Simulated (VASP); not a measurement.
Runs of VASP 6.6.1 on V. The structure is that of space group Fd-3m (No. 227), or close to it. The cells are those of the table. 

| task | cell | cutoff (eV) | gap on the mesh (eV) | pressure (GPa) |
| --- | --- | --- | --- | --- |
| single point | a = 3.064 Å, angles 60.0°, 2 atoms | 520 | none | (a) |
| single point | a = 3.061 Å, angles 60.0°, 2 atoms | 520 | none | 153.9 |
| relaxation of cell and atoms | relaxed to 130 GPa from a = 3.061 Å, angles 60.0°, 2 atoms | 600 | none | 130.0 |
| relaxation of cell and atoms | relaxed to 130 GPa from a = 3.094 Å, angles 60.0°, 2 atoms | 600 | none | 129.9 |

Alike in all rows: level PBE; potentials or basis VASP PAW PBE potentials, release 64 (V_sv); no spin polarisation; k mesh 15 × 15 × 15; smearing fermi-dirac 0.1 eV.

Question: Fill in the values left out.

Answer: (a) 152.2.

Caveats: the cell is relaxed towards a set pressure, so the enthalpy falls and the energy may rise (some runs).

A gap of «none» marks levels without a gap at the run's occupations.
